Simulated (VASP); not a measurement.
# In7CoSb8 (F-43m) in VASP: notebook

In7CoSb8 is run at these levels: PBEsol+U; tasks: single point.

All numbers are computed with VASP 6.6.1; they aren't measurements. Logs are shortened: lines on timing, memory, paths and dates and some standing lists are left out, and cuts for length are marked.

## (1) The cell of the first run

The structure is cubic, space group F-43m (No. 216). The conventional cell has a = 12.956 Å, b = 12.956 Å, c = 12.956 Å, α = 90.00°, β = 90.00°, γ = 90.00°. Co (site symmetry -43m) has 4 Sb at 2.64 Å within 3.5 Å. Within 3.7 Å of In (site symmetry 2mm) lie 4 Sb at 2.83 to 2.84 Å. Within 3.7 Å of In (site symmetry -43m) lie 4 Sb at 2.82 Å. Within 3.5 Å of Sb (site symmetry 3m) lie 1 Co at 2.64 Å and 3 In at 2.84 Å. Sb (site symmetry 3m) has 4 In at 2.82 to 2.83 Å within 3.7 Å.

## (2) Single point, PBEsol+U, collinear spin, ferromagnetic start

The input, INCAR:

```
ALGO = Normal
EDIFF = 1E-6
ENCUT = 520
GGA = PS
ISIF = 2
ISMEAR = 0
ISPIN = 2
LASPH = True
LCHARG = False
LDAU = True
LDAUJ = 0 0 0
LDAUL = 2 -1 -1
LDAUPRINT = 1
LDAUTYPE = 2
LDAUU = 4 0 0
LMAXMIX = 4
LORBIT = 11
LREAL = Auto
LWAVE = False
MAGMOM = 2.32 0.01 0.01 0.01 0.01 0.01 0.01 0 0.04 0.04 0.04 0 0.04 0 0 0
NBANDS = 88
NELM = 150
PREC = Accurate
SIGMA = 0.05
```

The input, KPOINTS:

```
k-points
0
Gamma
  2 2 2
```

The input, POSCAR:

```
In7CoSb8
1.0
    0.0000000000      6.4782000000      6.4782000000
    6.4782000000      0.0000000000      6.4782000000
    6.4782000000      6.4782000000      0.0000000000
Co In Sb
1 7 8
Direct
    1.0000000000      0.0000000000      1.0000000000
    0.0041435421      0.0041435421      0.4958564579
    0.0041435421      0.4958564579      0.0041435421
    0.0041435421      0.4958564579      0.4958564579
    0.4958564579      0.0041435421      0.0041435421
    0.4958564579      0.0041435421      0.4958564579
    0.4958564579      0.4958564579      0.0041435421
    0.5000000000      0.5000000000      0.5000000000
    0.1174515371      0.1174515371      0.1174515371
    0.1174515371      0.1174515371      0.6476453887
    0.1174515371      0.6476453887      0.1174515371
    0.1230022386      0.6256659205      0.6256659205
    0.6476453887      0.1174515371      0.1174515371
    0.6256659205      0.1230022386      0.6256659205
    0.6256659205      0.6256659205      0.1230022386
    0.6256659205      0.6256659205      0.6256659205
```

Potentials or basis: VASP PAW PBE potentials, release 64 (Co, In_d, Sb).

Command:

```
$ cat potpaw_PBE.64/Co/POTCAR potpaw_PBE.64/In_d/POTCAR potpaw_PBE.64/Sb/POTCAR > POTCAR
$ mpirun -np 1 vasp_std > vasp.out
```

OUTCAR:

```text
EDIFF = 1E-6
   ENCUT = 520
   GGA = PS
   ISIF = 2
   ISMEAR = 0
   ISPIN = 2
   LASPH = True
   LORBIT = 11
   LREAL = Auto
   NELM = 150
   PREC = Accurate

 ion  position               nearest neighbor table
   1  0.000  0.000  0.000-  10 2.64  11 2.64  13 2.64   9 2.64
   2  0.004  0.004  0.496-  12 2.83  14 2.83   9 2.84  10 2.84
   3  0.004  0.496  0.004-  12 2.83  15 2.83   9 2.84  11 2.84
   4  0.004  0.496  0.496-  16 2.83  12 2.83  10 2.84  11 2.84
   5  0.496  0.004  0.004-  14 2.83  15 2.83   9 2.84  13 2.84
   6  0.496  0.004  0.496-  16 2.83  14 2.83  10 2.84  13 2.84
[... 8 lines left out ...]
  15  0.626  0.626  0.123-   8 2.82   5 2.83   3 2.83   7 2.83
  16  0.626  0.626  0.626-   8 2.82   6 2.83   7 2.83   4 2.83

  LATTYP: Found a face centered cubic cell.
 ALAT       =    12.9564000000

  Lattice vectors:

 A1 = (   0.0000000000,   6.4782000000,   6.4782000000)
 A2 = (   6.4782000000,   0.0000000000,   6.4782000000)
 A3 = (   6.4782000000,   6.4782000000,   0.0000000000)

Analysis of symmetry for initial positions (statically):
=====================================================================
 Subroutine PRICEL returns:
 Original cell was already a primitive cell.

 Routine SETGRP: Setting up the symmetry group for a
 face centered cubic supercell.

 Subroutine GETGRP returns: Found 24 space group operations
 (whereof 24 operations were pure point group operations)
 out of a pool of 48 trial point group operations.

The static configuration has the point symmetry T_d .

Analysis of symmetry for dynamics (positions and initial velocities):
=====================================================================
 Subroutine PRICEL returns:
 Original cell was already a primitive cell.

 Routine SETGRP: Setting up the symmetry group for a
 face centered cubic supercell.

 Subroutine GETGRP returns: Found 24 space group operations
 (whereof 24 operations were pure point group operations)
 out of a pool of 48 trial point group operations.

The dynamic configuration has the point symmetry T_d .

Analysis of structural, dynamic, and magnetic symmetry:
=====================================================================
 Subroutine PRICEL returns:
 Original cell was already a primitive cell.

 Routine SETGRP: Setting up the symmetry group for a
 face centered cubic supercell.

 Subroutine GETGRP returns: Found 24 space group operations
 (whereof 24 operations were pure point group operations)
 out of a pool of 48 trial point group operations.

The overall configuration has the point symmetry T_d .

 Subroutine INISYM returns: Found 24 space group operations
 (whereof 24 operations are pure point group operations),
 and found     1 'primitive' translations

----------------------------------------------------------------------------------------

                                     Primitive cell

  volume of cell :     543.7422

  direct lattice vectors                    reciprocal lattice vectors
     0.000000000  6.478200000  6.478200000    -0.077181933  0.077181933  0.077181933
     6.478200000  0.000000000  6.478200000     0.077181933 -0.077181933  0.077181933
     6.478200000  6.478200000  0.000000000     0.077181933  0.077181933 -0.077181933

  length of vectors
     9.161558300  9.161558300  9.161558300     0.133683030  0.133683030  0.133683030

  position of ions in fractional coordinates (direct lattice)
     0.000000000  0.000000000  0.000000000
     0.004143542  0.004143542  0.495856458
     0.004143542  0.495856458  0.004143542
     0.004143542  0.495856458  0.495856458
     0.495856458  0.004143542  0.004143542
     0.495856458  0.004143542  0.495856458
[... 8 lines left out ...]
     0.625665920  0.625665920  0.123002239
     0.625665920  0.625665920  0.625665920

  ion indices of the primitive-cell ions
   primitive index   ion index
[... 96 lines left out ...]
   LHFCALC =     F    Hartree Fock is set to
   AEXX    =    0.0000 exact exchange contribution
   IVDW    =     0    specifies the selected vdW correction
   LEPSILON=     F    determine dielectric tensor
   LRPA    =     F    only Hartree local field effects (RPA)
 spin polarized calculation
 Gauss-broadening in eV      SIGMA  =   0.05
  energy-cutoff  :      520.00
  volume of cell :      543.74
 maximum number of plane-waves:     14649
 NGX is ok and might be reduce to    70
   NGX = 35   NGY = 35   NGZ = 35

atom =   1  type =  1  l = 2

 onsite density matrix

spin component  1

  0.9494  0.0000  0.0000 -0.0000 -0.0000
  0.0000  0.9494  0.0000 -0.0000  0.0000
  0.0000  0.0000  0.9433 -0.0000  0.0000
 -0.0000 -0.0000 -0.0000  0.9494 -0.0000
 -0.0000  0.0000  0.0000 -0.0000  0.9433

spin component  2

  0.1906 -0.0000  0.0000  0.0000 -0.0000
 -0.0000  0.1906 -0.0000 -0.0000  0.0000
  0.0000 -0.0000  0.9277 -0.0000  0.0000
  0.0000 -0.0000 -0.0000  0.1906  0.0000
 -0.0000  0.0000  0.0000  0.0000  0.9277

 occupancies and eigenvectors

  o =  0.1906  v =  0.0000  0.0000  0.0000  0.0000  0.0000  0.0000  0.0514 -0.0000 -0.9987  0.0000      0.0000  0.0000  0.0000  0.0000  0.0000  0.0000  0.0000  0.0000  0.0000  0.0000
  o =  0.1906  v =  0.0000  0.0000  0.0000  0.0000  0.0000  0.0000 -0.9987 -0.0000 -0.0514 -0.0000      0.0000  0.0000  0.0000  0.0000  0.0000  0.0000  0.0000  0.0000  0.0000  0.0000
  o =  0.1906  v =  0.0000  0.0000  0.0000  0.0000  0.0000  1.0000  0.0000  0.0000  0.0000  0.0000      0.0000  0.0000  0.0000  0.0000  0.0000  0.0000  0.0000  0.0000  0.0000  0.0000
  o =  0.9277  v =  0.0000  0.0000  0.0000  0.0000  0.0000  0.0000 -0.0000  0.0005  0.0000  1.0000      0.0000  0.0000  0.0000  0.0000  0.0000  0.0000  0.0000  0.0000  0.0000  0.0000
  o =  0.9277  v =  0.0000  0.0000  0.0000  0.0000  0.0000  0.0000  0.0000  1.0000 -0.0000 -0.0005      0.0000  0.0000  0.0000  0.0000  0.0000  0.0000  0.0000  0.0000  0.0000  0.0000
  o =  0.9433  v =  0.0000 -0.0000 -0.7987 -0.0000  0.6018  0.0000  0.0000  0.0000  0.0000  0.0000      0.0000  0.0000  0.0000  0.0000  0.0000  0.0000  0.0000  0.0000  0.0000  0.0000
  o =  0.9433  v =  0.0000 -0.0000 -0.6018 -0.0000 -0.7987  0.0000  0.0000  0.0000  0.0000  0.0000      0.0000  0.0000  0.0000  0.0000  0.0000  0.0000  0.0000  0.0000  0.0000  0.0000
  o =  0.9494  v =  1.0000  0.0000  0.0000  0.0000  0.0000  0.0000  0.0000  0.0000  0.0000  0.0000      0.0000  0.0000  0.0000  0.0000  0.0000  0.0000  0.0000  0.0000  0.0000  0.0000
  o =  0.9494  v =  0.0000 -0.9851  0.0000  0.1722 -0.0000  0.0000  0.0000  0.0000  0.0000  0.0000      0.0000  0.0000  0.0000  0.0000  0.0000  0.0000  0.0000  0.0000  0.0000  0.0000
  o =  0.9494  v =  0.0000 -0.1722  0.0000 -0.9851 -0.0000  0.0000  0.0000  0.0000  0.0000  0.0000      0.0000  0.0000  0.0000  0.0000  0.0000  0.0000  0.0000  0.0000  0.0000  0.0000

 number of electron     139.9999988 magnetization       2.4370274

 Free energy of the ion-electron system (eV)
  ---------------------------------------------------
  ext. energy  EPLUGINS =         0.00000000
  ---------------------------------------------------
  free energy    TOTEN  =       -61.15617300 eV

  energy without entropy =      -61.13728070  energy(sigma->0) =      -61.14672685

 E-fermi :   4.4468     XC(G=0):  -8.8024

 val. band max:        4.4384227471   @ k =   0.5000   0.0000   0.0000
 cond. band min:       4.4541141419   @ k =   0.0000   0.0000   0.0000
 fundamental gap:      0.0156913949
 Fermi energy:         4.4467767103

 spin component 1

 k-point     1 :       0.0000    0.0000    0.0000
  band No.  band energies     occupation
      1      -9.8827      1.00000
      2      -9.8827      1.00000
      3      -9.8827      1.00000
      4      -9.8646      1.00000
      5      -9.8352      1.00000
      6      -9.8352      1.00000
[... 244 lines left out ...]
     81       8.1084      0.00000
     82       8.6415      0.00000
 Fermi energy:         4.4467767103

 spin component 2

 k-point     1 :       0.0000    0.0000    0.0000
  band No.  band energies     occupation
      1      -9.8815      1.00000
      2      -9.8815      1.00000
      3      -9.8815      1.00000
      4      -9.8644      1.00000
      5      -9.8340      1.00000
      6      -9.8340      1.00000
[... 244 lines left out ...]
     81       8.1076      0.00000
     82       8.7123      0.00000
 [bands above 82 left out]

------------------------ aborting loop because EDIFF is reached ----------------------------------------

  FORCE on cell =-STRESS in cart. coord.  units (eV):
  Direction    XX          YY          ZZ          XY          YZ          ZX
  --------------------------------------------------------------------------------------
  -------------------------------------------------------------------------------------
  Total       -2.3873936     -2.3873936     -2.3873936     -0.0000000      0.0000000      0.0000000
  in kB       -7.0346348     -7.0346348     -7.0346348     -0.0000000      0.0000000      0.0000000
  external PRESSURE =      -7.0346348 kB  Pullay stress =       0.0000000 kB

 VOLUME and BASIS-vectors are now :
 -----------------------------------------------------------------------------
  energy-cutoff  :      520.00
  volume of cell :      543.74
      direct lattice vectors                 reciprocal lattice vectors
     0.000000000  6.478200000  6.478200000    -0.077181933  0.077181933  0.077181933
     6.478200000  0.000000000  6.478200000     0.077181933 -0.077181933  0.077181933
     6.478200000  6.478200000  0.000000000     0.077181933  0.077181933 -0.077181933

 POSITION                                       TOTAL-FORCE (eV/Angst)
 -----------------------------------------------------------------------------------
      0.00000      0.00000      0.00000        -0.000000     -0.000000     -0.000000
      3.23910      3.23910      0.05369        -0.000000     -0.000000     -0.007175
      3.23910      0.05369      3.23910        -0.000000     -0.007175     -0.000000
      6.42451      3.23910      3.23910         0.007175     -0.000000     -0.000000
      0.05369      3.23910      3.23910        -0.007175     -0.000000     -0.000000
      3.23910      6.42451      3.23910        -0.000000      0.007175     -0.000000
[... 8 lines left out ...]
      4.85002      4.85002      8.10638        -0.002791     -0.002791      0.002791
      8.10638      8.10638      8.10638         0.002791      0.002791      0.002791
 -----------------------------------------------------------------------------------
    total drift:                               -0.000001     -0.000001     -0.000001

  FREE ENERGIE OF THE ION-ELECTRON SYSTEM (eV)
  ---------------------------------------------------
  free  energy   TOTEN  =       -61.1561730017 eV

  energy  without entropy=      -61.1372806978  energy(sigma->0) =      -61.14672685

 total charge

# of ion       s       p       d       tot
------------------------------------------
    1        0.400   0.337   7.142   7.879
    2        0.860   0.699   9.862  11.421
    3        0.860   0.699   9.862  11.421
    4        0.860   0.699   9.862  11.421
    5        0.860   0.699   9.862  11.421
    6        0.860   0.699   9.862  11.421
[... 8 lines left out ...]
   15        1.129   1.334   0.018   2.481
   16        1.129   1.334   0.018   2.481
--------------------------------------------------
tot         15.472  15.838  76.332 107.643

 magnetization (x)

# of ion       s       p       d       tot
------------------------------------------
    1        0.023   0.041   2.306   2.370
    2        0.003   0.002  -0.001   0.004
    3        0.003   0.002  -0.001   0.004
    4        0.003   0.002  -0.001   0.004
    5        0.003   0.002  -0.001   0.004
    6        0.003   0.002  -0.001   0.004
[... 8 lines left out ...]
   15        0.000  -0.001  -0.000  -0.001
   16        0.000  -0.001  -0.000  -0.001
--------------------------------------------------
tot          0.048  -0.023   2.307   2.332
```

Run time: 37 min. Hardware: 1 thread of Intel Xeon 8259CL, shared host; peak memory 1 GiB.

Results:

```
Free energy                                           : -61.1562 eV
Pressure                                              : -0.7 GPa
Largest force                                         : 0.016 eV/Å
Net moment                                            : 2.44 μB per cell
Site moments                                          : Co +2.37; In +0.00, +0.01 (each value once); Sb -0.02, -0.00 (each value once) μB
Valence electrons inside the program's atomic spheres : Co 7.88; In 11.42, 11.44 (each value once); Sb 2.47, 2.48 (each value once)
```

Forces in eV/Å, atoms in the order of the input:
```
Co   0.000  0.000  0.000
In   0.000  0.000 -0.007
In   0.000 -0.007  0.000
In   0.007  0.000  0.000
In  -0.007  0.000  0.000
In   0.000  0.007  0.000
In   0.000  0.000  0.007
In   0.000  0.000  0.000
Sb   0.009  0.009  0.009
Sb  -0.009 -0.009  0.009
Sb  -0.009  0.009 -0.009
Sb   0.003 -0.003 -0.003
Sb   0.009 -0.009 -0.009
Sb  -0.003  0.003 -0.003
Sb  -0.003 -0.003  0.003
Sb   0.003  0.003  0.003
```

Eigenvalues of the final occupation matrices:
| site | spin | trace | eigenvalues |
| --- | --- | --- | --- |
| site 1 d | 1 | 4.73 | 0.94 0.94 0.95 0.95 0.95 |
| site 1 d | 2 | 2.43 | 0.19 0.19 0.19 0.93 0.93 |

Caveat: the k points lie up to 0.42 Å⁻¹ apart; the PAW data sets were made with another functional, which shifts forces and pressure a little; spin-orbit coupling is left out, which moves the levels of the heavy elements; a cell with one magnetic atom can't hold antiferromagnetic order, which such compounds often take; the U is typed as a test and isn't derived for this compound. The state reached can hang on the start; a lower one may exist.

## (3) Single point, PBEsol+U, collinear spin, ferromagnetic start

The input, INCAR:

```
SYSTEM = In7CoSb8
PREC = Accurate
ENCUT = 520
EDIFF = 1E-7
ISMEAR = 0
SIGMA = 0.05
LREAL = Auto
LASPH = .True.
NELM = 150
ALGO = Normal
ISIF = 2
LWAVE = .False.
LCHARG = .False.
ISPIN = 2
MAGMOM = 2.55 0 0 0 0 0 0 0 -0.01 -0.01 -0.01 0 -0.01 0 0 0
LORBIT = 11
LMAXMIX = 4
LDAU = .True.
LDAUTYPE = 2
LDAUL = 2 -1 -1
LDAUU = 4 0 0
LDAUJ = 0 0 0
LDAUPRINT = 1
GGA = PS
NBANDS = 88
```

The input, KPOINTS:

```
regular mesh
0
Gamma
  2 2 2
  0 0 0
```

POSCAR is that of step 2.

Potentials or basis: VASP PAW PBE potentials, release 64 (Co, In_d, Sb).

Command:

```
$ cat potpaw_PBE.64/Co/POTCAR potpaw_PBE.64/In_d/POTCAR potpaw_PBE.64/Sb/POTCAR > POTCAR
$ mpirun -np 1 vasp_std > vasp.out
```

Wall time 29 min (1 thread of AMD EPYC 7R43 (Zen 3), shared host); peak memory 0.99 GiB.

Results (log left out):

| Quantity | Value |
| --- | --- |
| Free energy | -61.1562 eV |
| Pressure | -0.7 GPa |
| Largest force | 0.016 eV/Å |
| Net moment | 2.44 μB per cell |
| Site moments | Co +2.37; In +0.00, +0.01 (each value once); Sb -0.02, -0.00 (each value once) μB |
| Valence electrons inside the program's atomic spheres | Co 7.88; In 11.42, 11.44 (each value once); Sb 2.47, 2.48 (each value once) |

Forces on the atoms (eV/Å):
```
Co   0.000  0.000  0.000
In   0.000  0.000 -0.007
In   0.000 -0.007  0.000
In   0.007  0.000  0.000
In  -0.007  0.000  0.000
In   0.000  0.007  0.000
In   0.000  0.000  0.007
In   0.000  0.000  0.000
Sb   0.009  0.009  0.009
Sb  -0.009 -0.009  0.009
Sb  -0.009  0.009 -0.009
Sb   0.003 -0.003 -0.003
Sb   0.009 -0.009 -0.009
Sb  -0.003  0.003 -0.003
Sb  -0.003 -0.003  0.003
Sb   0.003  0.003  0.003
```

Levels at points of the mesh, in eV from the Fermi level:
Spin up:
```csv
k point,band 69,band 70,band 71,band 72,band 73,band 74,band 75,band 76
"(0.00, 0.00, 0.00)",-0.42,0.24,0.47,0.47,0.47,0.84,0.84,0.84
"(0.50, 0.00, 0.00)",-0.20,-0.20,-0.01,-0.01,1.21,1.30,1.99,1.99
"(0.50, 0.50, 0.00)",-0.69,-0.58,-0.47,-0.47,1.90,1.92,2.34,2.35
```
Spin down:
```tsv
k point	band 67	band 68	band 69	band 70	band 71	band 72
(0.00, 0.00, 0.00)	0.01	0.01	0.01	0.26	0.85	0.85
(0.50, 0.00, 0.00)	-0.57	-0.19	-0.19	0.60	1.27	1.27
(0.50, 0.50, 0.00)	-0.77	-0.64	-0.58	0.59	1.09	1.09
```

Eigenvalues of the final occupation matrices:
| site | spin | trace | eigenvalues |
| --- | --- | --- | --- |
| site 1 d | 1 | 4.74 | 0.94 0.94 0.95 0.95 0.95 |
| site 1 d | 2 | 2.43 | 0.19 0.19 0.19 0.93 0.93 |

Caveat: the k points lie up to 0.42 Å⁻¹ apart; the PAW data sets were made with another functional, which shifts forces and pressure a little; spin-orbit coupling is left out, which moves the levels of the heavy elements; a cell with one magnetic atom can't hold antiferromagnetic order, which such compounds often take; the U is typed as a test and isn't derived for this compound. The state reached can hang on the start; a lower one may exist.
